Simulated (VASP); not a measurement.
# MoS2 (P6_3/mmc) in VASP: notebook

The runs below take MoS2 through single point, with PBEsol.

Program: VASP 6.6.1. These are calculated values, not measurements. Logs are shortened: lines on timing, memory, paths and dates and some standing lists are left out, and cuts for length are marked.

## 1. The cell of the first run

Symmetry: P6_3/mmc, No. 194, hexagonal system. Conventional cell: a = 3.284 Å, b = 3.284 Å, c = 11.780 Å, α = 90.00°, β = 90.00°, γ = 120.00°. Within 3.3 Å of Mo (site symmetry -6m2) lie 6 S at 2.39 Å and 6 Mo at 3.28 Å. Within 3.3 Å of S (site symmetry 3m) lie 3 Mo at 2.39 Å and 7 S at 2.92 to 3.28 Å.

## 2. Single point, PBEsol (18.34 Å³/atom)

The input, INCAR:

```
SYSTEM = MoS2
  PREC = Accurate
  ENCUT = 520
  EDIFF = 1E-6
  ISMEAR = 1
  SIGMA = 0.2
  LREAL = .False.
  LASPH = .True.
  NELM = 60
  ALGO = Normal
  ISIF = 2
  LWAVE = .False.
  LCHARG = .False.
  GGA = PS
  NBANDS = 35
```

The input, KPOINTS:

```
Automatic mesh
0
Gamma
  12 12 4
  0 0 0
```

The input, POSCAR:

```
MoS2
1.0
    3.2839288221      0.0000000000      0.0000000000
   -1.6419644111      2.8439657841      0.0000000000
    0.0000000000      0.0000000000     11.7804378635
Mo S
2 4
Direct
    0.3333333333      0.6666666667      0.2500000000
    0.6666666667      0.3333333333      0.7500000000
    0.3333333333      0.6666666667      0.6259932117
    0.6666666667      0.3333333333      0.1259932117
    0.3333333333      0.6666666667      0.8740067883
    0.6666666667      0.3333333333      0.3740067883
```

Potentials or basis: VASP PAW PBE potentials, release 64 (Mo_sv, S).

Started as:

```console
$ cat potpaw_PBE.64/Mo_sv/POTCAR potpaw_PBE.64/S/POTCAR > POTCAR
$ mpirun -np 1 vasp_std > vasp.out
```

OUTCAR:

```text
SYSTEM = MoS2
   PREC = Accurate
   ENCUT = 520
   EDIFF = 1E-6
   ISMEAR = 1
   LREAL = .False.
   LASPH = .True.
   NELM = 60
   ISIF = 2
   GGA = PS

 ion  position               nearest neighbor table
   1  0.333  0.667  0.250-   4 2.39   6 2.39   4 2.39   6 2.39   4 2.39   6 2.39
   2  0.667  0.333  0.750-   3 2.39   5 2.39   3 2.39   5 2.39   3 2.39   5 2.39
   3  0.333  0.667  0.626-   2 2.39   2 2.39   2 2.39
   4  0.667  0.333  0.126-   1 2.39   1 2.39   1 2.39
   5  0.333  0.667  0.874-   2 2.39   2 2.39   2 2.39
   6  0.667  0.333  0.374-   1 2.39   1 2.39   1 2.39

  LATTYP: Found a hexagonal cell.
 ALAT       =     3.2839288221
 C/A-ratio  =     3.5873000000

  Lattice vectors:

 A1 = (   3.2839288221,   0.0000000000,   0.0000000000)
 A2 = (  -1.6419644111,   2.8439657841,   0.0000000000)
 A3 = (   0.0000000000,   0.0000000000,  11.7804378635)

Analysis of symmetry for initial positions (statically):
=====================================================================
 Subroutine PRICEL returns:
 Original cell was already a primitive cell.

 Routine SETGRP: Setting up the symmetry group for a
 hexagonal supercell.

 Subroutine GETGRP returns: Found 24 space group operations
 (whereof 12 operations were pure point group operations)
 out of a pool of 24 trial point group operations.

The static configuration has the point symmetry D_3d.
 The point group associated with its full space group is D_6h.

Analysis of symmetry for dynamics (positions and initial velocities):
=====================================================================
 Subroutine PRICEL returns:
 Original cell was already a primitive cell.

 Routine SETGRP: Setting up the symmetry group for a
 hexagonal supercell.

 Subroutine GETGRP returns: Found 24 space group operations
 (whereof 12 operations were pure point group operations)
 out of a pool of 24 trial point group operations.

The dynamic configuration has the point symmetry D_3d.
 The point group associated with its full space group is D_6h.

 Subroutine INISYM returns: Found 24 space group operations
 (whereof 12 operations are pure point group operations),
 and found     1 'primitive' translations

----------------------------------------------------------------------------------------

                                     Primitive cell

  volume of cell :     110.0220

  direct lattice vectors                    reciprocal lattice vectors
     3.283928822  0.000000000  0.000000000     0.304513299  0.175810835  0.000000000
    -1.641964411  2.843965784  0.000000000     0.000000000  0.351621671  0.000000000
     0.000000000  0.000000000 11.780437863     0.000000000  0.000000000  0.084886488

  length of vectors
     3.283928822  3.283928822 11.780437863     0.351621671  0.351621671  0.084886488

  position of ions in fractional coordinates (direct lattice)
     0.333333333  0.666666667  0.250000000
     0.666666667  0.333333333  0.750000000
     0.333333333  0.666666667  0.625993212
     0.666666667  0.333333333  0.125993212
     0.333333333  0.666666667  0.874006788
     0.666666667  0.333333333  0.374006788

  ion indices of the primitive-cell ions
   primitive index   ion index
                 1           1
                 2           2
                 3           3
                 4           4
                 5           5
                 6           6

----------------------------------------------------------------------------------------

 KPOINTS: Automatic mesh

Automatic generation of k-mesh.
 Grid dimensions read from file:
 generate k-points for:   12   12    4

 Generating k-lattice:

  Cartesian coordinates                     Fractional coordinates (reciprocal lattice)
     0.025376108  0.014650903  0.000000000     0.083333333  0.000000000  0.000000000
     0.000000000  0.029301806  0.000000000     0.000000000  0.083333333  0.000000000
     0.000000000  0.000000000  0.021221622     0.000000000  0.000000000  0.250000000

  Length of vectors
     0.029301806  0.029301806  0.021221622

  Shift w.r.t. Gamma in fractional coordinates (k-lattice)
     0.000000000  0.000000000  0.000000000

 Subroutine IBZKPT returns following result:
 ===========================================

 Found     57 irreducible k-points:

 Following reciprocal coordinates:
            Coordinates               Weight
  0.000000  0.000000  0.000000      1.000000
  0.083333  0.000000  0.000000      6.000000
  0.166667  0.000000  0.000000      6.000000
  0.250000  0.000000  0.000000      6.000000
  0.333333  0.000000  0.000000      6.000000
  0.416667  0.000000  0.000000      6.000000
[... 16 lines left out ...]
  0.250000  0.000000  0.250000     12.000000
  0.333333  0.000000  0.250000     12.000000
 [... further k-points ...]
   k-points           NKPTS =     57   k-points in BZ     NKDIM =     57   number of bands    NBANDS=     35
   number of dos      NEDOS =    301   number of ions     NIONS =      6
   total plane-waves  NPLWV =  51840
   dimension x,y,z NGX =    24 NGY =   24 NGZ =   90
   dimension x,y,z NGXF=    48 NGYF=   48 NGZF=  180
   ions per type =               2   4
   NGX,Y,Z   is equivalent  to a cutoff of  12.15, 12.15, 12.70 a.u.
   NGXF,Y,Z  is equivalent  to a cutoff of  24.30, 24.30, 25.40 a.u.
 SYSTEM =  MoS2
   PREC   = accura    normal or accurate (medium, high low for compatibility)
   ISTART =      0    job   : 0-new  1-cont  2-samecut
   ICHARG =      2    charge: 1-file 2-atom 10-const
   ISPIN  =      1    spin polarized calculation?
   LNONCOLLINEAR =      F non collinear calculations
   LSORBIT =      F    spin-orbit coupling
   LASPH  =      T    aspherical Exc in radial PAW
   ENCUT  =  520.0 eV  38.22 Ry    6.18 a.u.   6.11  6.11 21.90*2*pi/ulx,y,z
   NELM   =     60;   NELMIN=  2; NELMDL= -5     # of ELM steps
   EDIFF  = 0.1E-05   stopping-criterion for ELM
   LREAL  =      F    real-space projection
[... 7 lines left out ...]
   TEBEG  =    0.0;   TEEND  =   0.0 temperature during run
   PSTRESS=    0.0 pullay stress
   NELECT =      52.0000    total number of electrons
   NUPDOWN=      -1.0000    fix difference up-down
   EMIN   =  10.00;   EMAX   =-10.00  energy-range for DOS
   EFERMI =   0.00;   METHOD = LEGACY
   ISMEAR =     1;   SIGMA  =   0.20  broadening in eV -4-tet -1-fermi 0-gaus
   EFERMI_NEDOS =   21; number of points for ismear=-14 and -15
   IALGO  =     38    algorithm
   IMIX   =      4    mixing-type and parameters
     AMIX     =   0.40;   BMIX     =  1.00
     AMIX_MAG =   1.60;   BMIX_MAG =  1.00
  volume/ion in A,a.u.               =      18.34       123.74
  Fermi-wavevector in a.u.,A,eV,Ry     =   1.275213  2.409803 22.125365  1.626168
  Thomas-Fermi vector in A             =   2.407938
   LORBIT       =      0    0 simple, 1 ext, 2 COOP (PROOUT), +10 PAW based schemes
   GGA     = PS    functional components
   LHFCALC =     F    Hartree Fock is set to
   AEXX    =    0.0000 exact exchange contribution
   IVDW    =     0    specifies the selected vdW correction
   LEPSILON=     F    determine dielectric tensor
   LRPA    =     F    only Hartree local field effects (RPA)
 non-spin polarized calculation
 Methfessel and Paxton  Order N= 1 SIGMA  =   0.20
  energy-cutoff  :      520.00
  volume of cell :      110.02
 maximum number of plane-waves:      3000
   NGX = 13   NGY = 13   NGZ = 43

 number of electron      51.9999996 magnetization

 Free energy of the ion-electron system (eV)
  ---------------------------------------------------
  ext. energy  EPLUGINS =         0.00000000
  ---------------------------------------------------
  free energy    TOTEN  =       -46.43962150 eV

  energy without entropy =      -46.44090856  energy(sigma->0) =      -46.44005052

 E-fermi :   7.4352     XC(G=0): -10.8376

 val. band max:        7.4284079677   @ k =   0.0000   0.0000   0.5000
 cond. band min:       7.4790889843   @ k =   0.3333   0.3333   0.0000
 fundamental gap:      0.0506810166
 Fermi energy:         7.4351608196

 k-point     1 :       0.0000    0.0000    0.0000
  band No.  band energies     occupation
      1     -54.3800      2.00000
      2     -54.3800      2.00000
      3     -28.5044      2.00000
      4     -28.5042      2.00000
      5     -28.4290      2.00000
      6     -28.4290      2.00000
[... 27 lines left out ...]
     34       9.6355     -0.00000
     35      11.8767      0.00000

 k-point     2 :       0.0833    0.0000    0.0000
  band No.  band energies     occupation
      1     -54.3783      2.00000
      2     -54.3783      2.00000
      3     -28.5005      2.00000
      4     -28.5004      2.00000
      5     -28.4490      2.00000
      6     -28.4490      2.00000
[... 27 lines left out ...]
     34       9.5237     -0.00000
     35      12.3556      0.00000

 k-point     3 :       0.1667    0.0000    0.0000
  band No.  band energies     occupation
      1     -54.3735      2.00000
      2     -54.3735      2.00000
      3     -28.5031      2.00000
      4     -28.5031      2.00000
      5     -28.4899      2.00000
      6     -28.4898      2.00000
[... 27 lines left out ...]
     34       9.7110     -0.00000
     35      13.3965      0.00000
[... 723 lines left out ...]
 k-point    23 :       0.2500    0.0000    0.2500
  band No.  band energies     occupation
      1     -54.3670      2.00000
      2     -54.3670      2.00000
      3     -28.5762      2.00000
      4     -28.5762      2.00000
      5     -28.4754      2.00000
      6     -28.4753      2.00000
[... 27 lines left out ...]
     34      10.2399     -0.00000
     35      14.3243      0.00000

 k-point    24 :       0.3333    0.0000    0.2500
  band No.  band energies     occupation
      1     -54.3605      2.00000
      2     -54.3605      2.00000
      3     -28.6485      2.00000
      4     -28.6484      2.00000
      5     -28.4793      2.00000
      6     -28.4793      2.00000
[... 27 lines left out ...]
     34      10.6842     -0.00000
     35      13.5274      0.00000

 [... further k-points ...]

------------------------ aborting loop because EDIFF is reached ----------------------------------------

  FORCE on cell =-STRESS in cart. coord.  units (eV):
  Direction    XX          YY          ZZ          XY          YZ          ZX
  --------------------------------------------------------------------------------------
  -------------------------------------------------------------------------------------
  Total       -5.5346997     -5.5346997      6.4395776      0.0000000     -0.0000000     -0.0000000
  in kB      -80.5981573    -80.5981573     93.7752924      0.0000000     -0.0000000     -0.0000000
  external PRESSURE =     -22.4736740 kB  Pullay stress =       0.0000000 kB

 VOLUME and BASIS-vectors are now :
 -----------------------------------------------------------------------------
  energy-cutoff  :      520.00
  volume of cell :      110.02
      direct lattice vectors                 reciprocal lattice vectors
     3.283928822  0.000000000  0.000000000     0.304513299  0.175810835  0.000000000
    -1.641964411  2.843965784  0.000000000     0.000000000  0.351621671  0.000000000
     0.000000000  0.000000000 11.780437863     0.000000000  0.000000000  0.084886488

 POSITION                                       TOTAL-FORCE (eV/Angst)
 -----------------------------------------------------------------------------------
     -0.00000      1.89598      2.94511        -0.000000      0.000000     -0.000000
      1.64196      0.94799      8.83533         0.000000     -0.000000     -0.000000
     -0.00000      1.89598      7.37447        -0.000000      0.000000     -0.973175
      1.64196      0.94799      1.48426         0.000000     -0.000000     -0.973175
     -0.00000      1.89598     10.29618        -0.000000     -0.000000      0.973175
      1.64196      0.94799      4.40596         0.000000     -0.000000      0.973175
 -----------------------------------------------------------------------------------
    total drift:                                0.000000     -0.000000      0.000000

  FREE ENERGIE OF THE ION-ELECTRON SYSTEM (eV)
  ---------------------------------------------------
  free  energy   TOTEN  =       -46.4396215020 eV

  energy  without entropy=      -46.4409085647  energy(sigma->0) =      -46.44005052
```

Run time: 8.3 min. Hardware: 1 thread of Intel Xeon 8259CL, shared host; peak memory 0.32 GiB.

Results:

- Free energy: -46.4396 eV
- Pressure: -2.2 GPa
- Largest force: 0.973 eV/Å
- Band gap on the k mesh: zero (bands 26 and 27 overlap by 0.13 eV)

Forces on the atoms (eV/Å):
```
Mo   0.000  0.000  0.000
Mo   0.000  0.000  0.000
S    0.000  0.000 -0.973
S    0.000  0.000 -0.973
S    0.000  0.000  0.973
S    0.000  0.000  0.973
```

Stress tensor (GPa, compression positive):
```
-8.06  0.00  0.00
 0.00 -8.06  0.00
 0.00  0.00  9.38
```

Caveat: the stress differs along the axes, from -8 to 9 GPa; the PAW data sets were made with another functional, which shifts forces and pressure a little; this functional lacks dispersion, which binds layers or chains, so the pressure and a relaxed spacing across them are unreliable.

## 3. Single point, PBEsol (18.34 Å³/atom)

The input, INCAR:

```
SYSTEM = MoS2
PREC = Accurate ; ENCUT = 520
EDIFF = 1E-7 ; ISMEAR = 1
SIGMA = 0.2 ; LREAL = .FALSE.
LASPH = .TRUE. ; NELM = 60
ALGO = Normal ; ISIF = 2
LWAVE = .FALSE. ; LCHARG = .FALSE.
GGA = PS ; NBANDS = 35
```

The input, KPOINTS:

```
regular mesh
0
G
  12 12 4
  0 0 0
```

POSCAR: that of step 2 with these lines changed.

```diff
@@ -2,5 +2,5 @@
 1.0
-    3.2839288221      0.0000000000      0.0000000000
-   -1.6419644111      2.8439657841      0.0000000000
-    0.0000000000      0.0000000000     11.7804378635
+    3.3646016979      0.0000000000      0.0000000000
+   -1.6823008490      2.9138305440      0.0000000000
+    0.0000000000      0.0000000000     11.2222925032
 Mo S
```

Potentials or basis: VASP PAW PBE potentials, release 64 (Mo_sv, S).

Started as:

```console
$ cat potpaw_PBE.64/Mo_sv/POTCAR potpaw_PBE.64/S/POTCAR > POTCAR
$ mpirun -np 1 vasp_std > vasp.out
```

It took 13 min on 1 thread of Intel Xeon 8259CL, shared host; peak memory 0.35 GiB.

It converged, with:

- Free energy: -45.6993 eV
- Pressure: -1.5 GPa
- Largest force: 1.662 eV/Å
- Band gap on the k mesh: zero (bands 26 and 27 overlap by 0.79 eV)

Forces on the atoms (eV/Å):
```
Mo   0.000  0.000  0.000
Mo   0.000  0.000  0.000
S    0.000  0.000 -1.662
S    0.000  0.000 -1.662
S    0.000  0.000  1.662
S    0.000  0.000  1.662
```

Stress tensor (GPa, compression positive):
```
-10.27   0.00   0.00
  0.00 -10.27   0.00
  0.00   0.00  16.02
```

Levels at points of the mesh, in eV from the Fermi level:
```tsv
k point	band 24	band 25	band 26	band 27	band 28	band 29
(0.00, 0.00, 0.00)	-0.28	-0.03	0.52	1.53	1.53	1.54
(0.50, 0.00, 0.00)	-1.76	-1.73	-1.23	0.63	0.75	1.00
(0.00, 0.00, 0.50)	-1.68	0.45	0.45	1.53	1.53	1.53
(0.50, 0.00, 0.50)	-2.10	-1.35	-1.35	0.68	0.68	1.02
```

Caveat: the stress differs along the axes, from -10 to 16 GPa; the PAW data sets were made with another functional, which shifts forces and pressure a little.

## 4. Single point, PBEsol (18.34 Å³/atom)

The input, INCAR:

```
ALGO     = Normal         # electronic algorithm
EDIFF    = 1E-7           # SCF threshold, eV
ENCUT    = 520            # plane-wave cutoff, eV
GGA      = PS             # functional
ISIF     = 2              # what is computed and relaxed
ISMEAR   = 1              # smearing method
LASPH    = T              # aspherical terms in the spheres
LCHARG   = T              # write CHGCAR
LELF     = T              # ELF
LREAL    = F              # projectors in reciprocal space
LVHAR    = T            
LWAVE    = F              # write WAVECAR
NBANDS   = 35             # bands
NELM     = 100            # most SCF steps
PREC     = Accurate       # precision mode
SIGMA    = 0.2            # smearing width, eV
```

The input, KPOINTS:

```
k-points
0
Gamma
  12 12 4
```

POSCAR: that of step 3 with these lines changed.

```diff
@@ -2,5 +2,5 @@
 1.0
-    3.3646016979      0.0000000000      0.0000000000
-   -1.6823008490      2.9138305440      0.0000000000
-    0.0000000000      0.0000000000     11.2222925032
+    3.3240069931      0.0000000000      0.0000000000
+   -1.6620034966      2.8786744983      0.0000000000
+    0.0000000000      0.0000000000     11.4980725897
 Mo S
```

Started as:

```console
$ cat potpaw_PBE.64/Mo_sv/POTCAR potpaw_PBE.64/S/POTCAR > POTCAR
$ mpirun -np 1 vasp_std > vasp.out
```

Run time: 14 min. Hardware: 1 thread of Intel Xeon 8259CL, shared host; peak memory 0.35 GiB.

It converged, with:

```
Free energy            : -46.1064 eV
Pressure               : -1.8 GPa
Largest force          : 1.366 eV/Å
Band gap on the k mesh : zero (bands 26 and 27 overlap by 0.49 eV)
```

Forces on the atoms (eV/Å):
```
Mo   0.000  0.000  0.000
Mo   0.000  0.000  0.000
S    0.000  0.000 -1.366
S    0.000  0.000 -1.366
S    0.000  0.000  1.366
S    0.000  0.000  1.366
```

Stress tensor (GPa, compression positive):
```
-9.32  0.00  0.00
 0.00 -9.32  0.00
 0.00  0.00 13.13
```

Levels at points of the mesh, in eV from the Fermi level:
```tsv
k point	band 23	band 24	band 25	band 26	band 27	band 28	band 29	band 30
(0.00, 0.00, 0.00)	-3.05	-0.58	-0.43	0.34	1.52	1.52	1.53	1.53
(0.50, 0.00, 0.00)	-2.40	-2.04	-1.77	-1.38	0.68	0.78	1.11	1.19
(0.00, 0.00, 0.50)	-2.01	-2.01	0.21	0.21	1.51	1.51	1.51	1.51
(0.50, 0.00, 0.50)	-2.30	-2.30	-1.51	-1.51	0.73	0.73	1.16	1.16
```

Caveat: the stress differs along the axes, from -9 to 13 GPa; the PAW data sets were made with another functional, which shifts forces and pressure a little; this functional lacks dispersion, which binds layers or chains, so the pressure and a relaxed spacing across them are unreliable.

## 5. Single point, PBEsol (18.34 Å³/atom)

The input, INCAR:

```
PREC     = Accurate       # precision mode
ENCUT    = 520            # plane-wave cutoff, eV
EDIFF    = 1E-6           # SCF threshold, eV
ISMEAR   = 1              # smearing method
SIGMA    = 0.2            # smearing width, eV
LREAL    = F              # projectors in reciprocal space
LASPH    = T              # aspherical terms in the spheres
NELM     = 60             # most SCF steps
ALGO     = Normal         # electronic algorithm
ISIF     = 2              # what is computed and relaxed
LWAVE    = F              # write WAVECAR
LCHARG   = F              # write CHGCAR
GGA      = PS             # functional
NBANDS   = 35             # bands
```

The input, KPOINTS:

```
Automatic mesh
0
Gamma
  12 12 4
```

POSCAR: that of step 4 with these lines changed.

```diff
@@ -2,5 +2,5 @@
 1.0
-    3.3240069931      0.0000000000      0.0000000000
-   -1.6620034966      2.8786744983      0.0000000000
-    0.0000000000      0.0000000000     11.4980725897
+    3.2443197261      0.0000000000      0.0000000000
+   -1.6221598631      2.8096633008      0.0000000000
+    0.0000000000      0.0000000000     12.0698426770
 Mo S
```

Started as:

```console
$ cat potpaw_PBE.64/Mo_sv/POTCAR potpaw_PBE.64/S/POTCAR > POTCAR
$ mpirun -np 1 vasp_std > vasp.out
```

Wall time 6 min (1 thread of Intel Xeon 8259CL, shared host); peak memory 0.32 GiB.

It converged, with:

```yaml
Free_energy: -46.6846 eV
Pressure: -2.7 GPa
Largest_force: 0.533 eV/Å
Band_gap_on_the_k_mesh: 0.28 eV (least direct gap 1.34 eV)
```

Forces on the atoms (eV/Å):
```
Mo   0.000  0.000  0.000
Mo   0.000  0.000  0.000
S    0.000  0.000 -0.533
S    0.000  0.000 -0.533
S    0.000  0.000  0.533
S    0.000  0.000  0.533
```

Stress tensor (GPa, compression positive):
```
-6.63  0.00  0.00
 0.00 -6.63  0.00
 0.00  0.00  5.22
```

Levels at points of the mesh, in eV from the valence-band top:
```
           k point  band 23  band 24  band 25  band 26  band 27  band 28  band 29  band 30
(0.00, 0.00, 0.00)    -2.79    -1.11    -1.05     0.00     1.64     1.64     1.65     1.65
(0.50, 0.00, 0.00)    -2.37    -2.19    -1.74    -1.52     0.97     1.03     1.45     1.61
(0.00, 0.00, 0.50)    -2.50    -2.50    -0.23    -0.23     1.64     1.64     1.64     1.64
(0.50, 0.00, 0.50)    -2.28    -2.28    -1.61    -1.61     1.00     1.00     1.54     1.54
```

Caveat: the stress differs along the axes, from -7 to 5 GPa; the PAW data sets were made with another functional, which shifts forces and pressure a little; this functional lacks dispersion, which binds layers or chains, so the pressure and a relaxed spacing across them are unreliable. A k mesh can miss the band edges.

(Part 1 of 2 ends here.)

The gap in the log of VASP goes by the Fermi energy; the results here count the filled bands.